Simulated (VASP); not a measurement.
Input of a VASP 6.6.1 run:

File INCAR:

```
PREC = Accurate
ENCUT = 500
EDIFF = 1E-6
ISMEAR = 0
SIGMA = 0.03
LREAL = F
LASPH = T
NELM = 120
ALGO = Normal
ISIF = 2
LWAVE = F
LCHARG = F
GGA = PE
IVDW = 12
NBANDS = 20
GGA_COMPAT = F
```

KPOINTS

```
Automatic mesh
0
Gamma
  12 12 6
```

POSCAR

```
SnSe2
1.0
    3.6960000000      0.0000000000      0.0000000000
   -1.8480000000      3.2008298924      0.0000000000
    0.0000000000      0.0000000000      5.6854000000
Sn Se
1 2
Direct
    0.0000000000      0.0000000000      0.0000000000
    0.3333333333      0.6666666667      0.2651331237
    0.6666666667      0.3333333333      0.7348668763
```

Potentials or basis: VASP PAW PBE potentials, release 64 (Sn_d, Se).

Launch:

```sh
$ cat potpaw_PBE.64/Sn_d/POTCAR potpaw_PBE.64/Se/POTCAR > POTCAR
$ mpirun -np 1 vasp_std > vasp.out
```

Problem. Estimate the band gap on the k mesh.

Solution. 0.38 eV, indirect (least direct gap 1.19 eV).

Problem. What does it give for the largest force?

Solution. 1.376 eV/Å.

Stress tensor (GPa, compression positive):
```
11.78  0.00  0.00
 0.00 11.78  0.00
 0.00  0.00 13.07
```

Caveat: spin-orbit coupling is left out, which moves the levels of the heavy elements; forces of over 1 eV/Å act on the atoms, so gaps and moduli don't describe the material at rest. A k mesh can miss the band edges.
